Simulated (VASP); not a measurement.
Write the native input for VASP 6.6.1 that does the following.

```
Task                   : single point
Functional             : r2SCAN
Potentials or basis    : VASP PAW PBE potentials, release 64 (Rh_pv)
Cutoff                 : 520 eV
k mesh                 : 8 × 8 × 8
Occupations            : gaussian, width 0.1 eV
Spin                   : no spin polarisation
Dipole correction      : no
Further INCAR settings : ALGO = Normal; EDIFF = 1e-07; NBANDS = 14
```

The system is Rh.

```
Rh
1.0
    -1.34468    1.34468    1.90270
     1.34468   -1.34468    1.90270
     1.34468    1.34468   -1.90270
Rh
1
Direct
  0.00000 0.00000 0.00000
```

The input as run:

POSCAR

```
Rh
1.0
   -1.3446813274      1.3446813274      1.9026969381
    1.3446813274     -1.3446813274      1.9026969381
    1.3446813274      1.3446813274     -1.9026969381
Rh
1
Direct
    0.0000000000      0.0000000000      0.0000000000
```

INCAR.step1

```
SYSTEM = Rh
PREC = Accurate
ENCUT = 520
ISMEAR = 0
SIGMA = 0.1
LREAL = .FALSE.
LASPH = .TRUE.
NELM = 100
NBANDS = 14
GGA = PE
ALGO = Normal
EDIFF = 1E-4
LWAVE = .TRUE.
LCHARG = .FALSE.
```

INCAR.step2

```
SYSTEM = Rh
PREC = Accurate
ENCUT = 520
EDIFF = 1E-7
ISMEAR = 0
SIGMA = 0.1
LREAL = .FALSE.
LASPH = .TRUE.
NELM = 100
ALGO = Normal
ISIF = 2
LWAVE = .FALSE.
LCHARG = .FALSE.
METAGGA = R2SCAN
LMIXTAU = .TRUE.
NBANDS = 14
ISTART = 1
```

KPOINTS

```
regular mesh
0
G
  8 8 8
  0 0 0
```

Potentials or basis: VASP PAW PBE potentials, release 64 (Rh_pv).

The run is started by

```sh
$ cat potpaw_PBE.64/Rh_pv/POTCAR > POTCAR
$ cp INCAR.step1 INCAR
$ mpirun -np 1 vasp_std > vasp.out
$ cp INCAR.step2 INCAR
$ mpirun -np 1 vasp_std > vasp.out
```

Results of the run:

```
Pressure : 1.1 GPa
```

Caveat: the k points lie up to 0.41 Å⁻¹ apart; the PAW data sets were made with another functional, which shifts forces and pressure a little.

Run time: 18 s on 1 thread of Intel(R) Xeon(R) 6975P-C (Granite Rapids), with other jobs on the host, peak memory 0.13 GiB.
